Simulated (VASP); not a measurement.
# PbSe (P6_3/mmc) in VASP: notebook

PbSe is run at these levels: PBE; tasks: single point.

Program: VASP 6.6.1. These are calculated values, not measurements. Logs are shortened: lines on timing, memory, paths and dates and some standing lists are left out, and cuts for length are marked.

### Step 1. The cell of the first run

The structure is hexagonal, space group P6_3/mmc (No. 194). Conventional cell: a = 4.205 Å, b = 4.205 Å, c = 7.524 Å, α = 90.00°, β = 90.00°, γ = 120.00°. Pb (site symmetry -3m) has 6 Se at 3.07 Å and 2 Pb at 3.76 Å within 4.0 Å. Se (site symmetry -6m2) has 6 Pb at 3.07 Å within 4.0 Å.

### Step 2. Single point, PBE (28.80 Å³/atom)

File INCAR:

```
SYSTEM = PbSe
PREC = Accurate
ENCUT = 520
EDIFF = 1E-6
ISMEAR = 0
SIGMA = 0.05
LREAL = .False.
LASPH = .True.
NELM = 100
ALGO = Normal
ISIF = 2
LWAVE = .False.
LCHARG = .False.
GGA = PE
NBANDS = 28
```

File KPOINTS:

```
Automatic mesh
0
Gamma
  8 8 6
  0 0 0
```

File POSCAR:

```
PbSe
1.0
    4.2048509942      0.0000000000      0.0000000000
   -2.1024254971      3.6415077801      0.0000000000
    0.0000000000      0.0000000000      7.5235922932
Pb Se
2 2
Direct
    0.0000000000      0.0000000000      0.0000000000
    0.0000000000      0.0000000000      0.5000000000
    0.3333333333      0.6666666667      0.2500000000
    0.6666666667      0.3333333333      0.7500000000
```

Potentials or basis: VASP PAW PBE potentials, release 64 (Pb_d, Se).

On the command line:

```sh
$ cat potpaw_PBE.64/Pb_d/POTCAR potpaw_PBE.64/Se/POTCAR > POTCAR
$ mpirun -np 1 vasp_std > vasp.out
```

OUTCAR:

```text
SYSTEM = PbSe
   PREC = Accurate
   ENCUT = 520
   EDIFF = 1E-6
   ISMEAR = 0
   LREAL = .False.
   LASPH = .True.
   NELM = 100
   ISIF = 2
   GGA = PE

 ion  position               nearest neighbor table
   1  0.000  0.000  0.000-   3 3.07   4 3.07   3 3.07   4 3.07   4 3.07   3 3.07   2 3.76   2 3.76

   2  0.000  0.000  0.500-   3 3.07   4 3.07   3 3.07   4 3.07   4 3.07   3 3.07   1 3.76   1 3.76

   3  0.333  0.667  0.250-   1 3.07   2 3.07   1 3.07   2 3.07   1 3.07   2 3.07
   4  0.667  0.333  0.750-   1 3.07   2 3.07   1 3.07   2 3.07   1 3.07   2 3.07

  LATTYP: Found a hexagonal cell.
 ALAT       =     4.2048509942
 C/A-ratio  =     1.7892648999

  Lattice vectors:

 A1 = (   4.2048509942,   0.0000000000,   0.0000000000)
 A2 = (  -2.1024254971,   3.6415077801,   0.0000000000)
 A3 = (   0.0000000000,   0.0000000000,   7.5235922932)

Analysis of symmetry for initial positions (statically):
=====================================================================
 Subroutine PRICEL returns:
 Original cell was already a primitive cell.

 Routine SETGRP: Setting up the symmetry group for a
 hexagonal supercell.

 Subroutine GETGRP returns: Found 24 space group operations
 (whereof 12 operations were pure point group operations)
 out of a pool of 24 trial point group operations.

The static configuration has the point symmetry D_3d.
 The point group associated with its full space group is D_6h.

Analysis of symmetry for dynamics (positions and initial velocities):
=====================================================================
 Subroutine PRICEL returns:
 Original cell was already a primitive cell.

 Routine SETGRP: Setting up the symmetry group for a
 hexagonal supercell.

 Subroutine GETGRP returns: Found 24 space group operations
 (whereof 12 operations were pure point group operations)
 out of a pool of 24 trial point group operations.

The dynamic configuration has the point symmetry D_3d.
 The point group associated with its full space group is D_6h.

 Subroutine INISYM returns: Found 24 space group operations
 (whereof 12 operations are pure point group operations),
 and found     1 'primitive' translations

----------------------------------------------------------------------------------------

                                     Primitive cell

  volume of cell :     115.2012

  direct lattice vectors                    reciprocal lattice vectors
     4.204850994  0.000000000  0.000000000     0.237820556  0.137305762  0.000000000
    -2.102425497  3.641507780  0.000000000     0.000000000  0.274611524  0.000000000
     0.000000000  0.000000000  7.523592293     0.000000000  0.000000000  0.132915230

  length of vectors
     4.204850994  4.204850994  7.523592293     0.274611524  0.274611524  0.132915230

  position of ions in fractional coordinates (direct lattice)
     0.000000000  0.000000000  0.000000000
     0.000000000  0.000000000  0.500000000
     0.333333333  0.666666667  0.250000000
     0.666666667  0.333333333  0.750000000

  ion indices of the primitive-cell ions
   primitive index   ion index
                 1           1
                 2           2
                 3           3
                 4           4

----------------------------------------------------------------------------------------

 KPOINTS: Automatic mesh

Automatic generation of k-mesh.
 Grid dimensions read from file:
 generate k-points for:    8    8    6

 Generating k-lattice:

  Cartesian coordinates                     Fractional coordinates (reciprocal lattice)
     0.029727569  0.017163220  0.000000000     0.125000000  0.000000000  0.000000000
     0.000000000  0.034326440  0.000000000     0.000000000  0.125000000  0.000000000
     0.000000000  0.000000000  0.022152538     0.000000000  0.000000000  0.166666667

  Length of vectors
     0.034326440  0.034326440  0.022152538

  Shift w.r.t. Gamma in fractional coordinates (k-lattice)
     0.000000000  0.000000000  0.000000000

 Subroutine IBZKPT returns following result:
 ===========================================

 Found     40 irreducible k-points:

 Following reciprocal coordinates:
            Coordinates               Weight
  0.000000  0.000000  0.000000      1.000000
  0.125000  0.000000  0.000000      6.000000
  0.250000  0.000000  0.000000      6.000000
  0.375000  0.000000  0.000000      6.000000
  0.500000  0.000000  0.000000      3.000000
  0.125000  0.125000  0.000000      6.000000
[... 16 lines left out ...]
  0.250000  0.000000  0.333333     12.000000
  0.375000  0.000000  0.333333     12.000000
 [... further k-points ...]
   k-points           NKPTS =     40   k-points in BZ     NKDIM =     40   number of bands    NBANDS=     28
   number of dos      NEDOS =    301   number of ions     NIONS =      4
   total plane-waves  NPLWV =  57344
   dimension x,y,z NGX =    32 NGY =   32 NGZ =   56
   dimension x,y,z NGXF=    64 NGYF=   64 NGZF=  112
   ions per type =               2   2
   NGX,Y,Z   is equivalent  to a cutoff of  12.65, 12.65, 12.37 a.u.
   NGXF,Y,Z  is equivalent  to a cutoff of  25.30, 25.30, 24.75 a.u.
 SYSTEM =  PbSe
   PREC   = accura    normal or accurate (medium, high low for compatibility)
   ISTART =      0    job   : 0-new  1-cont  2-samecut
   ICHARG =      2    charge: 1-file 2-atom 10-const
   ISPIN  =      1    spin polarized calculation?
   LNONCOLLINEAR =      F non collinear calculations
   LSORBIT =      F    spin-orbit coupling
   LASPH  =      T    aspherical Exc in radial PAW
   ENCUT  =  520.0 eV  38.22 Ry    6.18 a.u.   7.82  7.82 13.99*2*pi/ulx,y,z
   NELM   =    100;   NELMIN=  2; NELMDL= -5     # of ELM steps
   EDIFF  = 0.1E-05   stopping-criterion for ELM
   LREAL  =      F    real-space projection
   EDIFFG = 0.1E-04   stopping-criterion for IOM
   NSW    =      0    number of steps for IOM
   IBRION =     -1    ionic relax: 0-MD 1-quasi-New 2-CG
   NFREE  =      0    steps in history (QN), initial steepest desc. (CG)
   ISIF   =      2    stress and relaxation
   ISYM   =      2    0-nonsym 1-usesym 2-fastsym
   POTIM  = 0.5000    time-step for ionic-motion
   TEBEG  =    0.0;   TEEND  =   0.0 temperature during run
   PSTRESS=    0.0 pullay stress
   NELECT =      40.0000    total number of electrons
   NUPDOWN=      -1.0000    fix difference up-down
   EMIN   =  10.00;   EMAX   =-10.00  energy-range for DOS
   EFERMI =   0.00;   METHOD = LEGACY
   ISMEAR =     0;   SIGMA  =   0.05  broadening in eV -4-tet -1-fermi 0-gaus
   EFERMI_NEDOS =   21; number of points for ismear=-14 and -15
   IALGO  =     38    algorithm
   IMIX   =      4    mixing-type and parameters
     AMIX     =   0.40;   BMIX     =  1.00
     AMIX_MAG =   1.60;   BMIX_MAG =  1.00
  volume/ion in A,a.u.               =      28.80       194.35
  Fermi-wavevector in a.u.,A,eV,Ry     =   1.150648  2.174409 18.013986  1.323991
  Thomas-Fermi vector in A             =   2.287311
   LORBIT       =      0    0 simple, 1 ext, 2 COOP (PROOUT), +10 PAW based schemes
   GGA     = PE    functional components
   LHFCALC =     F    Hartree Fock is set to
   AEXX    =    0.0000 exact exchange contribution
   IVDW    =     0    specifies the selected vdW correction
   LEPSILON=     F    determine dielectric tensor
   LRPA    =     F    only Hartree local field effects (RPA)
 non-spin polarized calculation
 Gauss-broadening in eV      SIGMA  =   0.05
  energy-cutoff  :      520.00
  volume of cell :      115.20
 maximum number of plane-waves:      3128
 NGX is ok and might be reduce to    32
   NGX = 15   NGY = 15   NGZ = 27

 number of electron      40.0000011 magnetization

 Free energy of the ion-electron system (eV)
  ---------------------------------------------------
  ext. energy  EPLUGINS =         0.00000000
  ---------------------------------------------------
  free energy    TOTEN  =       -16.14621190 eV

  energy without entropy =      -16.14577595  energy(sigma->0) =      -16.14599393

 E-fermi :   5.2847     XC(G=0):  -9.4971

 val. band max:        5.2346788959   @ k =   0.3750   0.2500   0.0000
 cond. band min:       5.2931805116   @ k =   0.5000   0.0000   0.0000
 fundamental gap:      0.0585016157
 Fermi energy:         5.2846509007

 k-point     1 :       0.0000    0.0000    0.0000
  band No.  band energies     occupation
      1     -11.9300      2.00000
      2     -11.8878      2.00000
      3     -11.8878      2.00000
      4     -11.8713      2.00000
      5     -11.8713      2.00000
      6     -11.8564      2.00000
[... 20 lines left out ...]
     27      10.5393      0.00000
     28      12.3764      0.00000

 k-point     2 :       0.1250    0.0000    0.0000
  band No.  band energies     occupation
      1     -11.9269      2.00000
      2     -11.9001      2.00000
      3     -11.8825      2.00000
      4     -11.8731      2.00000
      5     -11.8646      2.00000
      6     -11.8618      2.00000
[... 20 lines left out ...]
     27      10.8462      0.00000
     28      11.0801      0.00000

 k-point     3 :       0.2500    0.0000    0.0000
  band No.  band energies     occupation
      1     -11.9366      2.00000
      2     -11.9185      2.00000
      3     -11.8788      2.00000
      4     -11.8757      2.00000
      5     -11.8678      2.00000
      6     -11.8485      2.00000
[... 20 lines left out ...]
     27      10.4065      0.00000
     28      12.1384      0.00000

 k-point     4 :       0.3750    0.0000    0.0000
  band No.  band energies     occupation
      1     -11.9724      2.00000
      2     -11.9132      2.00000
      3     -11.8857      2.00000
      4     -11.8758      2.00000
      5     -11.8699      2.00000
      6     -11.8339      2.00000
[... 20 lines left out ...]
     27      10.6542      0.00000
     28      12.6716      0.00000

 k-point     5 :       0.5000    0.0000    0.0000
  band No.  band energies     occupation
      1     -11.9871      2.00000
      2     -11.9116      2.00000
      3     -11.8889      2.00000
      4     -11.8767      2.00000
      5     -11.8700      2.00000
      6     -11.8337      2.00000
[... 20 lines left out ...]
     27      10.7179      0.00000
     28      12.2766      0.00000

 k-point     6 :       0.1250    0.1250    0.0000
  band No.  band energies     occupation
      1     -11.9221      2.00000
      2     -11.9216      2.00000
      3     -11.8793      2.00000
      4     -11.8748      2.00000
      5     -11.8662      2.00000
      6     -11.8554      2.00000
[... 463 lines left out ...]
      5     -11.8745      2.00000
      6     -11.8464      2.00000
[... 20 lines left out ...]
     27      11.7130      0.00000
     28      12.9905      0.00000

 k-point    22 :       0.1250    0.0000    0.3333
  band No.  band energies     occupation
      1     -11.8948      2.00000
      2     -11.8896      2.00000
      3     -11.8777      2.00000
      4     -11.8762      2.00000
      5     -11.8678      2.00000
      6     -11.8529      2.00000
[... 20 lines left out ...]
     27      11.5679      0.00000
     28      12.4042      0.00000

 k-point    23 :       0.2500    0.0000    0.3333
  band No.  band energies     occupation
      1     -11.9180      2.00000
      2     -11.8897      2.00000
      3     -11.8841      2.00000
      4     -11.8649      2.00000
      5     -11.8605      2.00000
      6     -11.8519      2.00000
[... 20 lines left out ...]
     27      10.9885      0.00000
     28      11.9646      0.00000

 k-point    24 :       0.3750    0.0000    0.3333
  band No.  band energies     occupation
      1     -11.9468      2.00000
      2     -11.9014      2.00000
      3     -11.8832      2.00000
      4     -11.8623      2.00000
      5     -11.8592      2.00000
      6     -11.8499      2.00000
[... 20 lines left out ...]
     27      11.2189      0.00000
     28      12.1443      0.00000

 [... further k-points ...]
[... 5 lines left out ...]
  --------------------------------------------------------------------------------------
  -------------------------------------------------------------------------------------
  Total        2.0031383      2.0031383      2.0279667      0.0000000     -0.0000000      0.0000000
  in kB       27.8589281     27.8589281     28.2042334      0.0000000     -0.0000000      0.0000000
  external PRESSURE =      27.9740299 kB  Pullay stress =       0.0000000 kB

 VOLUME and BASIS-vectors are now :
 -----------------------------------------------------------------------------
  energy-cutoff  :      520.00
  volume of cell :      115.20
      direct lattice vectors                 reciprocal lattice vectors
     4.204850994  0.000000000  0.000000000     0.237820556  0.137305762  0.000000000
    -2.102425497  3.641507780  0.000000000     0.000000000  0.274611524  0.000000000
     0.000000000  0.000000000  7.523592293     0.000000000  0.000000000  0.132915230

 POSITION                                       TOTAL-FORCE (eV/Angst)
 -----------------------------------------------------------------------------------
      0.00000      0.00000      0.00000        -0.000000      0.000000     -0.000000
      0.00000      0.00000      3.76180        -0.000000      0.000000     -0.000000
     -0.00000      2.42767      1.88090        -0.000000      0.000000     -0.000000
      2.10243      1.21384      5.64269         0.000000     -0.000000      0.000000
 -----------------------------------------------------------------------------------
    total drift:                                0.000000     -0.000000      0.000000

  FREE ENERGIE OF THE ION-ELECTRON SYSTEM (eV)
  ---------------------------------------------------
  free  energy   TOTEN  =       -16.1462119048 eV

  energy  without entropy=      -16.1457759485  energy(sigma->0) =      -16.14599393
```

It took 79 s on 1 thread of AMD EPYC 7R13 (Zen 3), shared host; peak memory 0.26 GiB.

What came out:

```
Free energy            : -16.1462 eV
Pressure               : 2.8 GPa
Band gap on the k mesh : zero (bands 20 and 21 overlap by 0.01 eV)
```

Levels at points of the mesh, in eV from the Fermi level:
| k point | band 18 | band 19 | band 20 | band 21 | band 22 | band 23 |
| --- | --- | --- | --- | --- | --- | --- |
| (0.00, 0.00, 0.00) | -1.45 | -1.45 | 0.02 | 0.30 | 2.94 | 2.94 |
| (0.50, 0.00, 0.00) | -1.64 | -1.57 | -1.00 | 0.01 | 1.50 | 2.33 |
| (0.00, 0.00, 0.50) | -1.69 | -1.58 | -1.58 | 2.43 | 2.43 | 2.89 |
| (0.50, 0.00, 0.50) | -2.85 | -2.58 | -2.58 | 2.38 | 2.38 | 2.77 |

Caveat: semilocal functionals underestimate gaps, and a narrow one can read as zero; spin-orbit coupling is left out, which moves the levels of the heavy elements.

### Step 3. Single point, PBE (29.26 Å³/atom)

This run uses another cell than the first one, of 29.26 Å³/atom.

File INCAR:

```
SYSTEM = PbSe
PREC     = Accurate       ! precision mode
ENCUT    = 520            ! plane-wave cutoff, eV
EDIFF    = 1E-6           ! SCF threshold, eV
ISMEAR   = 0              ! smearing method
SIGMA    = 0.05           ! smearing width, eV
LREAL    = .False.        ! projectors in reciprocal space
LASPH    = .True.         ! aspherical terms in the spheres
NELM     = 60             ! most SCF steps
ALGO     = Normal         ! electronic algorithm
ISIF     = 2              ! what is computed and relaxed
LWAVE    = .False.        ! write WAVECAR
LCHARG   = .False.        ! write CHGCAR
GGA      = PE             ! functional
NBANDS   = 28             ! bands
```

KPOINTS is that of step 2.

File POSCAR:

```
PbSe
1.0
    4.2339861057      0.0000000000      0.0000000000
   -2.1169930528      3.6667395268      0.0000000000
    0.0000000000      0.0000000000      7.5381893357
Pb Se
2 2
Direct
    0.0000000000      0.0000000000      0.0000000000
    0.0000000000      0.0000000000      0.5000000000
    0.3333333333      0.6666666667      0.2500000000
    0.6666666667      0.3333333333      0.7500000000
```

Potentials or basis: VASP PAW PBE potentials, release 64 (Pb_d, Se).

On the command line:

```sh
$ cat potpaw_PBE.64/Pb_d/POTCAR potpaw_PBE.64/Se/POTCAR > POTCAR
$ mpirun -np 1 vasp_std > vasp.out
```

It took 80 s on 1 thread of AMD EPYC 7R13 (Zen 3), shared host; peak memory 0.27 GiB.

Results (log left out):

```
Free energy            : -16.1737 eV
Pressure               : 2.0 GPa
Band gap on the k mesh : 0.03 eV (least direct gap 0.24 eV)
```

Levels at points of the mesh, in eV from the valence-band top:
```tsv
k point	band 17	band 18	band 19	band 20	band 21	band 22	band 23	band 24
(0.00, 0.00, 0.00)	-1.90	-1.43	-1.43	0.00	0.24	2.92	2.92	3.03
(0.50, 0.00, 0.00)	-3.12	-1.60	-1.54	-0.98	0.03	1.52	2.37	3.76
(0.00, 0.00, 0.50)	-1.66	-1.66	-1.57	-1.57	2.40	2.40	2.86	2.86
(0.50, 0.00, 0.50)	-2.78	-2.78	-2.53	-2.53	2.39	2.39	2.77	2.77
```

Caveat: spin-orbit coupling is left out, which moves the levels of the heavy elements.

[end of part 1 of 2]

The gap in the log of VASP goes by the Fermi energy; the results here count the filled bands.